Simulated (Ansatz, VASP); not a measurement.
**TiNi: VASP beside Ansatz**

Contents of INCAR:

```
SYSTEM = TiNi
ALGO = Normal
EDIFF = 1E-7
EDIFFG = -0.01
ENCUT = 600
GGA = PS
IBRION = 2
ISIF = 3
ISMEAR = 1
ISPIN = 2
LASPH = .TRUE.
LCHARG = .FALSE.
LMAXMIX = 4
LORBIT = 11
LREAL = .FALSE.
LWAVE = .FALSE.
MAGMOM = 0 1
NELM = 150
NSW = 80
PREC = Accurate
SIGMA = 0.1
```

The input KPOINTS:

```
k-points
0
G
  9 9 9
  0 0 0
```

POSCAR

```
TiNi
1.0
    2.9880660000      0.0000000000      0.0000000000
    0.0000000000      2.9880660000      0.0000000000
    0.0000000000      0.0000000000      2.9880660000
Ti Ni
1 1
Direct
    0.5000000000      0.5000000000      0.5000000000
    0.0000000000      0.0000000000      0.0000000000
```

Input for Ansatz:

```yaml
crystal:
  lattice:
    - [2.988066, 0.0, 0.0]
    - [0.0, 2.988066, 0.0]
    - [0.0, 0.0, 2.988066]
  atoms:
    - { symbol: Ti, position: [0.5, 0.5, 0.5] }
    - { symbol: Ni, position: [0.0, 0.0, 0.0] }
kpoints:
  mp_grid:
    grid: [9, 9, 9]
hamiltonian:
  xc: pbesol
magnetization:
  spin_polarized: true
  per_species:
    Ni: 1.0
scf:
  occupations:
    method: cold
relax:
  cell:
    stress_tol: 0.05
```

Alike in both runs: task relaxation of cell and atoms; functional PBEsol; k mesh 9 × 9 × 9; collinear spin.

```csv
,VASP,Ansatz
version,VASP 6.6.1,Ansatz 0.2.0
potentials or method,"VASP PAW PBE potentials, release 64 (Ti_sv, Ni)","plane waves, PAW"
plane-wave cutoff (eV),600,420
occupations,"methfessel-paxton of order 1, width 0.1 eV",cold
valence electrons in the cell,22,30
```

```csv
,VASP,Ansatz,Ansatz less VASP
net moment per atom (μB),0.00,0.00,0.000
relaxed volume (Å³/atom),13.08,13.09,+0.017
relaxed cell length with the largest relative difference (Å),2.968,2.970,+0.0012
```

VASP's potentials were made for PBE, not for PBEsol. VASP's potentials hold 22 valence electrons a cell and Ansatz's 30, so a difference there can come from the potentials and not from the codes. Ansatz's warnings: seeded moment not kept.
